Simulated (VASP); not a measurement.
# Cu (Pm-3n) in VASP: further runs

Runs on Cu. Level: LDA. Tasks: single point, relaxation of cell and atoms.

Program: VASP 6.6.1. These are calculated values, not measurements. Logs are shortened: lines on timing, memory, paths and dates and some standing lists are left out, and cuts for length are marked.

### 1 The cell of the first run

It takes space group Pm-3n (No. 223, cubic). The conventional cell has a = 4.471 Å, b = 4.471 Å, c = 4.471 Å, α = 90.00°, β = 90.00°, γ = 90.00°. Within 3.3 Å of Cu (site symmetry m-3) lie 12 Cu at 2.50 Å. Within 3.0 Å of Cu (site symmetry -4m2) lie 14 Cu at 2.24 to 2.74 Å.

### 2 Single point, LDA

Contents of INCAR:

```
SYSTEM = Cu
PREC = Accurate ; ENCUT = 520
EDIFF = 1E-7 ; ISMEAR = -1
SIGMA = 0.1 ; LREAL = .False.
LASPH = .True. ; NELM = 60
ALGO = Normal ; ISIF = 2
LWAVE = .False. ; LCHARG = .True.
LELF = .True. ; LVHAR = .True.
NBANDS = 54
```

Contents of KPOINTS:

```
regular mesh
0
Gamma
  6 6 6
  0 0 0
```

Contents of POSCAR:

```
Cu
1.0
    4.4706095856      0.0000000000      0.0000000000
    0.0000000000      4.4706095856      0.0000000000
    0.0000000000      0.0000000000      4.4706095856
Cu
8
Direct
    0.0000000000      0.0000000000      1.0000000000
    0.5000000000      0.5000000000      0.5000000000
    0.2500000000      1.0000000000      0.5000000000
    0.7500000000      0.0000000000      0.5000000000
    0.5000000000      0.2500000000      1.0000000000
    0.5000000000      0.7500000000      1.0000000000
    1.0000000000      0.5000000000      0.2500000000
    1.0000000000      0.5000000000      0.7500000000
```

Potentials or basis: VASP PAW LDA potentials, release 64 (Cu).

Launch:

```bash
cat potpaw_LDA.64/Cu/POTCAR > POTCAR
mpirun -np 1 vasp_std > vasp.out
```

OUTCAR:

```text
SYSTEM = Cu
   PREC = Accurate
   ENCUT = 520
   EDIFF = 1E-7
   ISMEAR = -1
   LREAL = .False.
   LASPH = .True.
   NELM = 60
   ISIF = 2

 ion  position               nearest neighbor table
   1  0.000  0.000  0.000-   3 2.50   4 2.50   5 2.50   6 2.50   7 2.50   8 2.50   3 2.50   4 2.50
                             7 2.50   8 2.50   5 2.50   6 2.50
   2  0.500  0.500  0.500-   3 2.50   4 2.50   5 2.50   6 2.50   7 2.50   8 2.50   5 2.50   6 2.50
                             3 2.50   4 2.50   7 2.50   8 2.50
   3  0.250  0.000  0.500-   4 2.24   4 2.24   1 2.50   1 2.50   2 2.50   2 2.50   8 2.74   5 2.74
                             5 2.74   6 2.74   6 2.74   7 2.74   8 2.74   7 2.74
   4  0.750  0.000  0.500-   3 2.24   3 2.24   1 2.50   1 2.50   2 2.50   2 2.50   8 2.74   5 2.74
                             5 2.74   6 2.74   6 2.74   7 2.74   8 2.74   7 2.74
   5  0.500  0.250  0.000-   6 2.24   6 2.24   1 2.50   2 2.50   2 2.50   1 2.50   8 2.74   4 2.74
                             3 2.74   4 2.74   3 2.74   7 2.74   7 2.74   8 2.74
   6  0.500  0.750  0.000-   5 2.24   5 2.24   1 2.50   2 2.50   2 2.50   1 2.50   8 2.74   4 2.74
                             3 2.74   4 2.74   3 2.74   7 2.74   7 2.74   8 2.74
   7  0.000  0.500  0.250-   8 2.24   8 2.24   1 2.50   2 2.50   1 2.50   2 2.50   3 2.74   4 2.74
                             5 2.74   3 2.74   4 2.74   6 2.74   5 2.74   6 2.74
   8  0.000  0.500  0.750-   7 2.24   7 2.24   1 2.50   2 2.50   1 2.50   2 2.50   3 2.74   4 2.74
                             5 2.74   3 2.74   4 2.74   6 2.74   5 2.74   6 2.74

  LATTYP: Found a simple cubic cell.
 ALAT       =     4.4706095856

  Lattice vectors:

 A1 = (   4.4706095856,   0.0000000000,   0.0000000000)
 A2 = (   0.0000000000,   4.4706095856,   0.0000000000)
 A3 = (   0.0000000000,   0.0000000000,   4.4706095856)

Analysis of symmetry for initial positions (statically):
=====================================================================
 Subroutine PRICEL returns:
 Original cell was already a primitive cell.

 Routine SETGRP: Setting up the symmetry group for a
 simple cubic supercell.

 Subroutine GETGRP returns: Found 48 space group operations
 (whereof 24 operations were pure point group operations)
 out of a pool of 48 trial point group operations.

The static configuration has the point symmetry T_h .
 The point group associated with its full space group is O_h .

Analysis of symmetry for dynamics (positions and initial velocities):
=====================================================================
 Subroutine PRICEL returns:
 Original cell was already a primitive cell.

 Routine SETGRP: Setting up the symmetry group for a
 simple cubic supercell.

 Subroutine GETGRP returns: Found 48 space group operations
 (whereof 24 operations were pure point group operations)
 out of a pool of 48 trial point group operations.

The dynamic configuration has the point symmetry T_h .
 The point group associated with its full space group is O_h .

 Subroutine INISYM returns: Found 48 space group operations
 (whereof 24 operations are pure point group operations),
 and found     1 'primitive' translations

----------------------------------------------------------------------------------------

                                     Primitive cell

  volume of cell :      89.3512

  direct lattice vectors                    reciprocal lattice vectors
     4.470609586  0.000000000  0.000000000     0.223683142  0.000000000  0.000000000
     0.000000000  4.470609586  0.000000000     0.000000000  0.223683142  0.000000000
     0.000000000  0.000000000  4.470609586     0.000000000  0.000000000  0.223683142

  length of vectors
     4.470609586  4.470609586  4.470609586     0.223683142  0.223683142  0.223683142

  position of ions in fractional coordinates (direct lattice)
     0.000000000  0.000000000  0.000000000
     0.500000000  0.500000000  0.500000000
     0.250000000  0.000000000  0.500000000
     0.750000000  0.000000000  0.500000000
     0.500000000  0.250000000  0.000000000
     0.500000000  0.750000000  0.000000000
     0.000000000  0.500000000  0.250000000
     0.000000000  0.500000000  0.750000000

  ion indices of the primitive-cell ions
   primitive index   ion index
                 1           1
                 2           2
                 3           3
                 4           4
                 5           5
                 6           6
                 7           7
                 8           8

----------------------------------------------------------------------------------------

 KPOINTS: regular mesh

Automatic generation of k-mesh.
 Grid dimensions read from file:
 generate k-points for:    6    6    6

 Generating k-lattice:

  Cartesian coordinates                     Fractional coordinates (reciprocal lattice)
     0.037280524  0.000000000  0.000000000     0.166666667  0.000000000  0.000000000
     0.000000000  0.037280524  0.000000000     0.000000000  0.166666667  0.000000000
     0.000000000  0.000000000  0.037280524     0.000000000  0.000000000  0.166666667

  Length of vectors
     0.037280524  0.037280524  0.037280524

  Shift w.r.t. Gamma in fractional coordinates (k-lattice)
     0.000000000  0.000000000  0.000000000

 Subroutine IBZKPT returns following result:
 ===========================================

 Found     20 irreducible k-points:

 Following reciprocal coordinates:
            Coordinates               Weight
  0.000000  0.000000  0.000000      1.000000
  0.166667  0.000000  0.000000      6.000000
  0.333333  0.000000  0.000000      6.000000
  0.500000  0.000000  0.000000      3.000000
  0.166667  0.166667  0.000000     12.000000
  0.333333  0.166667  0.000000     24.000000
[... 12 lines left out ...]
  0.500000  0.500000  0.333333      6.000000
  0.500000  0.500000  0.500000      1.000000
   k-points           NKPTS =     20   k-points in BZ     NKDIM =     20   number of bands    NBANDS=     54
   number of dos      NEDOS =    301   number of ions     NIONS =      8
   total plane-waves  NPLWV =  46656
   dimension x,y,z NGX =    36 NGY =   36 NGZ =   36
   dimension x,y,z NGXF=    72 NGYF=   72 NGZF=   72
   ions per type =               8
   NGX,Y,Z   is equivalent  to a cutoff of  13.39, 13.39, 13.39 a.u.
   NGXF,Y,Z  is equivalent  to a cutoff of  26.77, 26.77, 26.77 a.u.
 SYSTEM =  Cu
   PREC   = accura    normal or accurate (medium, high low for compatibility)
   ISTART =      0    job   : 0-new  1-cont  2-samecut
   ICHARG =      2    charge: 1-file 2-atom 10-const
   ISPIN  =      1    spin polarized calculation?
   LNONCOLLINEAR =      F non collinear calculations
   LSORBIT =      F    spin-orbit coupling
   LASPH  =      T    aspherical Exc in radial PAW
   ENCUT  =  520.0 eV  38.22 Ry    6.18 a.u.   8.31  8.31  8.31*2*pi/ulx,y,z
   NELM   =     60;   NELMIN=  2; NELMDL= -5     # of ELM steps
   EDIFF  = 0.1E-06   stopping-criterion for ELM
   LREAL  =      F    real-space projection
   EDIFFG = 0.1E-05   stopping-criterion for IOM
   NSW    =      0    number of steps for IOM
   IBRION =     -1    ionic relax: 0-MD 1-quasi-New 2-CG
   NFREE  =      0    steps in history (QN), initial steepest desc. (CG)
   ISIF   =      2    stress and relaxation
   ISYM   =      2    0-nonsym 1-usesym 2-fastsym
   POTIM  = 0.5000    time-step for ionic-motion
   TEBEG  =    0.0;   TEEND  =   0.0 temperature during run
   PSTRESS=    0.0 pullay stress
   NELECT =      88.0000    total number of electrons
   NUPDOWN=      -1.0000    fix difference up-down
   EMIN   =  10.00;   EMAX   =-10.00  energy-range for DOS
   EFERMI =   0.00;   METHOD = LEGACY
   ISMEAR =    -1;   SIGMA  =   0.10  broadening in eV -4-tet -1-fermi 0-gaus
   EFERMI_NEDOS =   21; number of points for ismear=-14 and -15
   IALGO  =     38    algorithm
   IMIX   =      4    mixing-type and parameters
     AMIX     =   0.40;   BMIX     =  1.00
     AMIX_MAG =   1.60;   BMIX_MAG =  1.00
  volume/ion in A,a.u.               =      11.17        75.37
  Fermi-wavevector in a.u.,A,eV,Ry     =   1.628805  3.077994 36.096315  2.653004
  Thomas-Fermi vector in A             =   2.721375
   LORBIT       =      0    0 simple, 1 ext, 2 COOP (PROOUT), +10 PAW based schemes
   GGA     = CA    functional components
   LHFCALC =     F    Hartree Fock is set to
   AEXX    =    0.0000 exact exchange contribution
   IVDW    =     0    specifies the selected vdW correction
   LEPSILON=     F    determine dielectric tensor
   LRPA    =     F    only Hartree local field effects (RPA)
 non-spin polarized calculation
  energy-cutoff  :      520.00
  volume of cell :       89.35
 maximum number of plane-waves:      2469
 NGX is ok and might be reduce to    36
   NGX = 17   NGY = 17   NGZ = 17

 number of electron      88.0000179 magnetization

 Free energy of the ion-electron system (eV)
  ---------------------------------------------------
  ext. energy  EPLUGINS =         0.00000000
  ---------------------------------------------------
  free energy    TOTEN  =       -36.75227171 eV

  energy without entropy =      -36.65738140  energy(sigma->0) =      -36.70482655

 E-fermi :   8.1324     XC(G=0): -13.4207

 val. band max:        8.1272959997   @ k =   0.1667   0.0000   0.0000
 cond. band min:       8.1709790564   @ k =   0.5000   0.5000   0.3333
 fundamental gap:      0.0436830567
 Fermi energy:         8.1323605132

 k-point     1 :       0.0000    0.0000    0.0000
  band No.  band energies     occupation
      1      -1.7169      2.00000
      2       2.4895      2.00000
      3       2.4895      2.00000
      4       3.0269      2.00000
      5       3.5348      2.00000
      6       3.5348      2.00000
[... 46 lines left out ...]
     53      16.0915      0.00000
     54      16.0915      0.00000

 k-point     2 :       0.1667    0.0000    0.0000
  band No.  band energies     occupation
      1      -1.4963      2.00000
      2       2.2777      2.00000
      3       2.6145      2.00000
      4       2.8119      2.00000
      5       3.4951      2.00000
      6       3.4951      2.00000
[... 46 lines left out ...]
     53      16.2914      0.00000
     54      16.3428      0.00000

 k-point     3 :       0.3333    0.0000    0.0000
  band No.  band energies     occupation
      1      -0.8512      2.00000
      2       1.3591      2.00000
      3       2.6782      2.00000
      4       2.8107      2.00000
      5       3.4388      2.00000
      6       3.4388      2.00000
[... 46 lines left out ...]
     53      16.8714      0.00000
     54      16.8791      0.00000
[... 856 lines left out ...]
 k-point    19 :       0.5000    0.5000    0.3333
  band No.  band energies     occupation
      1       2.2582      2.00000
      2       2.2704      2.00000
      3       2.2883      2.00000
      4       2.2883      2.00000
      5       3.0040      2.00000
      6       3.1056      2.00000
[... 46 lines left out ...]
     53      20.2016      0.00000
     54      20.2277      0.00000

 k-point    20 :       0.5000    0.5000    0.5000
  band No.  band energies     occupation
      1       2.7461      2.00000
      2       2.7461      2.00000
      3       2.7461      2.00000
      4       2.7461      2.00000
      5       2.7461      2.00000
      6       2.7461      2.00000
[... 46 lines left out ...]
     53      20.9596      0.00000
     54      20.9639      0.00000

------------------------ aborting loop because EDIFF is reached ----------------------------------------

  FORCE on cell =-STRESS in cart. coord.  units (eV):
  Direction    XX          YY          ZZ          XY          YZ          ZX
  --------------------------------------------------------------------------------------
  -------------------------------------------------------------------------------------
  Total        0.4000762      0.4000762      0.4000762     -0.0000000     -0.0000000      0.0000000
  in kB        7.1738630      7.1738630      7.1738630     -0.0000000     -0.0000000      0.0000000
  external PRESSURE =       7.1738630 kB  Pullay stress =       0.0000000 kB

 VOLUME and BASIS-vectors are now :
 -----------------------------------------------------------------------------
  energy-cutoff  :      520.00
  volume of cell :       89.35
      direct lattice vectors                 reciprocal lattice vectors
     4.470609586  0.000000000  0.000000000     0.223683142  0.000000000  0.000000000
     0.000000000  4.470609586  0.000000000     0.000000000  0.223683142  0.000000000
     0.000000000  0.000000000  4.470609586     0.000000000  0.000000000  0.223683142

 POSITION                                       TOTAL-FORCE (eV/Angst)
 -----------------------------------------------------------------------------------
      0.00000      0.00000      0.00000        -0.000000      0.000000      0.000000
      2.23530      2.23530      2.23530        -0.000000      0.000000      0.000000
      1.11765      0.00000      2.23530        -0.000000      0.000000     -0.000000
      3.35296      0.00000      2.23530         0.000000     -0.000000     -0.000000
      2.23530      1.11765      0.00000         0.000000     -0.000000      0.000000
      2.23530      3.35296      0.00000         0.000000      0.000000     -0.000000
      0.00000      2.23530      1.11765        -0.000000      0.000000     -0.000000
      0.00000      2.23530      3.35296         0.000000     -0.000000      0.000000
 -----------------------------------------------------------------------------------
    total drift:                                0.000000      0.000000     -0.000000

  FREE ENERGIE OF THE ION-ELECTRON SYSTEM (eV)
  ---------------------------------------------------
  free  energy   TOTEN  =       -36.7522717099 eV

  energy  without entropy=      -36.6573813992  energy(sigma->0) =      -36.70482655
```

Wall time 49 s (1 thread of Intel Xeon 6975P-C (Granite Rapids), shared host); peak memory 0.19 GiB.

Results:

```yaml
Free_energy: -36.7523 eV
Pressure: 0.7 GPa
Band_gap_on_the_k_mesh: zero (band 44 reaches 8.87 eV, above the bottom of band 45 at 7.06 eV)
```

### 3 Single point, LDA

Contents of INCAR:

```
PREC = Accurate ; ENCUT = 520
EDIFF = 1E-6 ; ISMEAR = -1
SIGMA = 0.1 ; LREAL = F
LASPH = T ; NELM = 100
ALGO = Normal ; ISIF = 2
LWAVE = F ; LCHARG = T
LELF = T ; LVHAR = T
NBANDS = 54
```

Contents of KPOINTS:

```
Automatic mesh
0
Gamma
  8 8 8
```

POSCAR is that of step 2.

Potentials or basis: VASP PAW LDA potentials, release 64 (Cu).

Launch:

```bash
cat potpaw_LDA.64/Cu/POTCAR > POTCAR
mpirun -np 1 vasp_std > vasp.out
```

It took 3.6 min on 1 thread of Intel Xeon Platinum 8488C (Sapphire Rapids), shared host; peak memory 0.24 GiB.

It converged, with:

```
Free energy            : -36.7560 eV
Pressure               : 0.8 GPa
Band gap on the k mesh : zero (band 44 reaches 8.86 eV, above the bottom of band 45 at 7.07 eV)
```

Levels at points of the mesh, in eV from the Fermi level:
```tsv
k point	band 40	band 41	band 42	band 43	band 44	band 45	band 46	band 47	band 48	band 49
(0.00, 0.00, 0.00)	-1.76	-1.76	-0.17	-0.17	-0.17	1.15	1.15	1.34	6.74	6.74
(0.50, 0.00, 0.00)	-1.78	-1.52	-1.52	0.71	0.71	1.05	1.05	2.95	2.95	3.49
(0.50, 0.50, 0.00)	-1.88	-1.78	-1.65	-1.65	-1.45	1.08	2.74	2.74	3.62	4.35
(0.50, 0.50, 0.50)	-1.99	-1.09	-1.09	-1.09	-1.09	-1.09	-1.09	-0.86	-0.86	12.80
```

[end of part 1 of 2]
